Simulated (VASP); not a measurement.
ReS2, 24 atoms in the cell. The cell holds a sheet with vacuum, 24 atoms: a = 6.295 Å, b = 6.398 Å, c = 23.000 Å, α = 90.00°, β = 90.00°, γ = 61.24°. 

```yaml
Program: VASP 6.6.1
Task: single point
Functional: LDA
Potentials_or_basis: VASP PAW LDA potentials, release 64 (Re_sv_GW, S)
Cutoff: 410 eV
k_mesh: 4 × 4 × 1
Occupations: gaussian, width 0.01 eV
Spin: no spin polarisation
Dipole_correction: no
Further_INCAR_settings: LREAL = Auto; ALGO = Normal; EDIFF = 1e-06; NBANDS = 126; NELMDL = -8
```

Potentials or basis: VASP PAW LDA potentials, release 64 (Re_sv_GW, S).

The run is started by

```sh
$ cat potpaw_LDA.64/Re_sv_GW/POTCAR potpaw_LDA.64/S/POTCAR > POTCAR
$ mpirun -np 1 vasp_std > vasp.out
```

Hardware: 1 thread of Intel(R) Xeon(R) Platinum 8488C (Sapphire Rapids), with other jobs on the host.

**Question.** How long does it take, and how much memory?

**Answer.** It took 25 min on 1 thread of Intel(R) Xeon(R) Platinum 8488C (Sapphire Rapids), on a shared host, peak memory 0.7 GiB. Counts: scf iterations 31, k points 10.
